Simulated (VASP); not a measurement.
# Rh (Fm-3m) in VASP: a series of runs

Rh is run at these levels: PBEsol; tasks: single point, relaxation of cell and atoms.

All numbers are computed with VASP 6.6.1; they aren't measurements. Logs are shortened: lines on timing, memory, paths and dates and some standing lists are left out, and cuts for length are marked.

### Step 1. The cell of the first run

Symmetry: Fm-3m, No. 225, cubic system. Conventional cell: a = 3.783 Å, b = 3.783 Å, c = 3.783 Å, α = 90.00°, β = 90.00°, γ = 90.00°. Rh (site symmetry m-3m) has 12 Rh at 2.68 Å within 3.5 Å.

### Step 2. Single point, PBEsol

The input, INCAR:

```
ALGO = Normal
EDIFF = 1E-6
ENCUT = 520
GGA = PS
ISIF = 2
ISMEAR = 0
LASPH = T
LCHARG = F
LREAL = F
LWAVE = F
NBANDS = 14
NELM = 100
PREC = Accurate
SIGMA = 0.02
```

The input, KPOINTS:

```
k-points
0
Gamma
  8 8 8
```

The input, POSCAR:

```
Rh
1.0
    0.0000000000      1.8917203443      1.8917203443
    1.8917203443      0.0000000000      1.8917203443
    1.8917203443      1.8917203443      0.0000000000
Rh
1
Direct
    0.0000000000      0.0000000000      0.0000000000
```

Potentials or basis: VASP PAW PBE potentials, release 64 (Rh_pv).

The run is started by

```sh
cat potpaw_PBE.64/Rh_pv/POTCAR > POTCAR
mpirun -np 1 vasp_std > vasp.out
```

OUTCAR:

```text
EDIFF = 1E-6
   ENCUT = 520
   GGA = PS
   ISIF = 2
   ISMEAR = 0
   LASPH = T
   LREAL = F
   NELM = 100
   PREC = Accurate

 ion  position               nearest neighbor table
   1  0.000  0.000  0.000-

  LATTYP: Found a face centered cubic cell.
 ALAT       =     3.7834406886

  Lattice vectors:

 A1 = (   0.0000000000,   1.8917203443,   1.8917203443)
 A2 = (   1.8917203443,   0.0000000000,   1.8917203443)
 A3 = (   1.8917203443,   1.8917203443,   0.0000000000)

Analysis of symmetry for initial positions (statically):
=====================================================================
 Subroutine PRICEL returns:
 Original cell was already a primitive cell.

 Routine SETGRP: Setting up the symmetry group for a
 face centered cubic supercell.

 Subroutine GETGRP returns: Found 48 space group operations
 (whereof 48 operations were pure point group operations)
 out of a pool of 48 trial point group operations.

The static configuration has the point symmetry O_h .

Analysis of symmetry for dynamics (positions and initial velocities):
=====================================================================
 Subroutine PRICEL returns:
 Original cell was already a primitive cell.

 Routine SETGRP: Setting up the symmetry group for a
 face centered cubic supercell.

 Subroutine GETGRP returns: Found 48 space group operations
 (whereof 48 operations were pure point group operations)
 out of a pool of 48 trial point group operations.

The dynamic configuration has the point symmetry O_h .

 Subroutine INISYM returns: Found 48 space group operations
 (whereof 48 operations are pure point group operations),
 and found     1 'primitive' translations

----------------------------------------------------------------------------------------

                                     Primitive cell

  volume of cell :      13.5394

  direct lattice vectors                    reciprocal lattice vectors
     0.000000000  1.891720344  1.891720344    -0.264309681  0.264309681  0.264309681
     1.891720344  0.000000000  1.891720344     0.264309681 -0.264309681  0.264309681
     1.891720344  1.891720344  0.000000000     0.264309681  0.264309681 -0.264309681

  length of vectors
     2.675296567  2.675296567  2.675296567     0.457797796  0.457797796  0.457797796

  position of ions in fractional coordinates (direct lattice)
     0.000000000  0.000000000  0.000000000

  ion indices of the primitive-cell ions
   primitive index   ion index
                 1           1

----------------------------------------------------------------------------------------

 KPOINTS: k-points

Automatic generation of k-mesh.
 Grid dimensions read from file:
 generate k-points for:    8    8    8

 Generating k-lattice:

  Cartesian coordinates                     Fractional coordinates (reciprocal lattice)
    -0.033038710  0.033038710  0.033038710     0.125000000  0.000000000  0.000000000
     0.033038710 -0.033038710  0.033038710     0.000000000  0.125000000  0.000000000
     0.033038710  0.033038710 -0.033038710     0.000000000  0.000000000  0.125000000

  Length of vectors
     0.057224724  0.057224724  0.057224724

  Shift w.r.t. Gamma in fractional coordinates (k-lattice)
     0.000000000  0.000000000  0.000000000

 Subroutine IBZKPT returns following result:
 ===========================================

 Found     29 irreducible k-points:

 Following reciprocal coordinates:
            Coordinates               Weight
  0.000000  0.000000  0.000000      1.000000
  0.125000  0.000000  0.000000      8.000000
  0.250000  0.000000  0.000000      8.000000
  0.375000  0.000000  0.000000      8.000000
  0.500000  0.000000  0.000000      4.000000
  0.125000  0.125000  0.000000      6.000000
[... 16 lines left out ...]
  0.500000  0.250000  0.125000     48.000000
 -0.375000  0.250000  0.125000     24.000000
 [... further k-points ...]
   k-points           NKPTS =     29   k-points in BZ     NKDIM =     29   number of bands    NBANDS=     14
   number of dos      NEDOS =    301   number of ions     NIONS =      1
   total plane-waves  NPLWV =   8000
   dimension x,y,z NGX =    20 NGY =   20 NGZ =   20
   dimension x,y,z NGXF=    40 NGYF=   40 NGZF=   40
   ions per type =               1
   NGX,Y,Z   is equivalent  to a cutoff of  12.43, 12.43, 12.43 a.u.
   NGXF,Y,Z  is equivalent  to a cutoff of  24.86, 24.86, 24.86 a.u.
 SYSTEM =  unknown system
   PREC   = accura    normal or accurate (medium, high low for compatibility)
   ISTART =      0    job   : 0-new  1-cont  2-samecut
   ICHARG =      2    charge: 1-file 2-atom 10-const
   ISPIN  =      1    spin polarized calculation?
   LNONCOLLINEAR =      F non collinear calculations
   LSORBIT =      F    spin-orbit coupling
   LASPH  =      T    aspherical Exc in radial PAW
   ENCUT  =  520.0 eV  38.22 Ry    6.18 a.u.   4.97  4.97  4.97*2*pi/ulx,y,z
   NELM   =    100;   NELMIN=  2; NELMDL= -5     # of ELM steps
   EDIFF  = 0.1E-05   stopping-criterion for ELM
   LREAL  =      F    real-space projection
   EDIFFG = 0.1E-04   stopping-criterion for IOM
   NSW    =      0    number of steps for IOM
   IBRION =     -1    ionic relax: 0-MD 1-quasi-New 2-CG
   NFREE  =      0    steps in history (QN), initial steepest desc. (CG)
   ISIF   =      2    stress and relaxation
   ISYM   =      2    0-nonsym 1-usesym 2-fastsym
   POTIM  = 0.5000    time-step for ionic-motion
   TEBEG  =    0.0;   TEEND  =   0.0 temperature during run
   PSTRESS=    0.0 pullay stress
   NELECT =      15.0000    total number of electrons
   NUPDOWN=      -1.0000    fix difference up-down
   EMIN   =  10.00;   EMAX   =-10.00  energy-range for DOS
   EFERMI =   0.00;   METHOD = LEGACY
   ISMEAR =     0;   SIGMA  =   0.02  broadening in eV -4-tet -1-fermi 0-gaus
   EFERMI_NEDOS =   21; number of points for ismear=-14 and -15
   IALGO  =     38    algorithm
   IMIX   =      4    mixing-type and parameters
     AMIX     =   0.40;   BMIX     =  1.00
     AMIX_MAG =   1.60;   BMIX_MAG =  1.00
  volume/ion in A,a.u.               =      13.54        91.37
  Fermi-wavevector in a.u.,A,eV,Ry     =   1.693967  3.201134 39.042254  2.869525
  Thomas-Fermi vector in A             =   2.775277
   LORBIT       =      0    0 simple, 1 ext, 2 COOP (PROOUT), +10 PAW based schemes
   GGA     = PS    functional components
   LHFCALC =     F    Hartree Fock is set to
   AEXX    =    0.0000 exact exchange contribution
   IVDW    =     0    specifies the selected vdW correction
   LEPSILON=     F    determine dielectric tensor
   LRPA    =     F    only Hartree local field effects (RPA)
 non-spin polarized calculation
 Gauss-broadening in eV      SIGMA  =   0.02
  energy-cutoff  :      520.00
  volume of cell :       13.54
 maximum number of plane-waves:       380
   NGX =  9   NGY =  9   NGZ =  9

 number of electron      15.0000007 magnetization

 Free energy of the ion-electron system (eV)
  ---------------------------------------------------
  ext. energy  EPLUGINS =         0.00000000
  ---------------------------------------------------
  free energy    TOTEN  =        -8.10215844 eV

  energy without entropy =       -8.10167583  energy(sigma->0) =       -8.10191714

 E-fermi :  12.0553     XC(G=0): -14.3124

 val. band max:       12.0492285871   @ k =  -0.3750   0.2500   0.0000
 cond. band min:      12.1496545856   @ k =   0.3750   0.0000   0.0000
 fundamental gap:      0.1004259985
 Fermi energy:        12.0553245249

 k-point     1 :       0.0000    0.0000    0.0000
  band No.  band energies     occupation
      1     -34.2858      2.00000
      2     -34.2858      2.00000
      3     -34.2858      2.00000
      4       3.8700      2.00000
      5       8.8850      2.00000
      6       8.8850      2.00000
      7       8.8850      2.00000
      8      11.0650      2.00000
      9      11.0650      2.00000
     10      27.9473      0.00000
     11      32.4343      0.00000
     12      33.5026      0.00000
     13      33.5026      0.00000
     14      33.5026      0.00000

 k-point     2 :       0.1250    0.0000    0.0000
  band No.  band energies     occupation
      1     -34.4035      2.00000
      2     -34.3017      2.00000
      3     -34.3017      2.00000
      4       4.4828      2.00000
      5       8.6414      2.00000
      6       9.1060      2.00000
      7       9.1060      2.00000
      8      10.9601      2.00000
      9      10.9601      2.00000
     10      28.7967      0.00000
     11      30.9394      0.00000
     12      32.4372      0.00000
     13      34.4227      0.00000
     14      34.4227      0.00000

 k-point     3 :       0.2500    0.0000    0.0000
  band No.  band energies     occupation
      1     -34.6822      2.00000
      2     -34.3397      2.00000
      3     -34.3397      2.00000
      4       5.6904      2.00000
      5       8.7364      2.00000
      6       9.2622      2.00000
      7       9.2622      2.00000
      8      11.2213      2.00000
      9      11.2213      2.00000
     10      27.1994      0.00000
     11      29.6058      0.00000
     12      32.4358      0.00000
     13      36.5954      0.00000
     14      36.5954      0.00000
[... 324 lines left out ...]
 k-point    23 :       0.5000    0.2500    0.1250
  band No.  band energies     occupation
      1     -34.8955      2.00000
      2     -34.5704      2.00000
      3     -34.4340      2.00000
      4       6.9731      2.00000
      5       8.0389      2.00000
      6       8.5736      2.00000
      7      10.2945      2.00000
      8      11.9312      2.00000
      9      15.2244      0.00000
     10      23.7644      0.00000
     11      28.0171      0.00000
     12      29.8523      0.00000
     13      32.4394      0.00000
     14      34.5398      0.00000

 k-point    24 :      -0.3750    0.2500    0.1250
  band No.  band energies     occupation
      1     -34.9583      2.00000
      2     -34.5974      2.00000
      3     -34.4585      2.00000
      4       6.9015      2.00000
      5       7.7920      2.00000
      6       9.3028      2.00000
      7      10.0011      2.00000
      8      12.4557      0.00000
      9      17.5015      0.00000
     10      20.5684      0.00000
     11      28.1815      0.00000
     12      28.9779      0.00000
     13      32.4400      0.00000
     14      33.2810      0.00000

 [... further k-points ...]
[... 5 lines left out ...]
  --------------------------------------------------------------------------------------
  -------------------------------------------------------------------------------------
  Total       -0.0074370     -0.0074370     -0.0074370      0.0000000      0.0000000      0.0000000
  in kB       -0.8800527     -0.8800527     -0.8800527      0.0000000      0.0000000      0.0000000
  external PRESSURE =      -0.8800527 kB  Pullay stress =       0.0000000 kB

 VOLUME and BASIS-vectors are now :
 -----------------------------------------------------------------------------
  energy-cutoff  :      520.00
  volume of cell :       13.54
      direct lattice vectors                 reciprocal lattice vectors
     0.000000000  1.891720344  1.891720344    -0.264309681  0.264309681  0.264309681
     1.891720344  0.000000000  1.891720344     0.264309681 -0.264309681  0.264309681
     1.891720344  1.891720344  0.000000000     0.264309681  0.264309681 -0.264309681

 POSITION                                       TOTAL-FORCE (eV/Angst)
 -----------------------------------------------------------------------------------
      0.00000      0.00000      0.00000         0.000000      0.000000      0.000000
 -----------------------------------------------------------------------------------
    total drift:                               -0.000000     -0.000000     -0.000000

  FREE ENERGIE OF THE ION-ELECTRON SYSTEM (eV)
  ---------------------------------------------------
  free  energy   TOTEN  =        -8.1021584435 eV

  energy  without entropy=       -8.1016758267  energy(sigma->0) =       -8.10191714
```

Wall time 5 s (1 thread of AMD EPYC 7R43 (Zen 3), shared host); peak memory 0.09 GiB.

Results:

- Free energy: -8.1022 eV
- Pressure: -0.1 GPa
- Band gap on the k mesh: zero (an odd number of electrons rules out a gap without spin polarisation)

Caveat: the PAW data sets were made with another functional, which shifts forces and pressure a little.

(Continued in part 2 of 2.)

The gap in the log of VASP goes by the Fermi energy; the results here count the filled bands.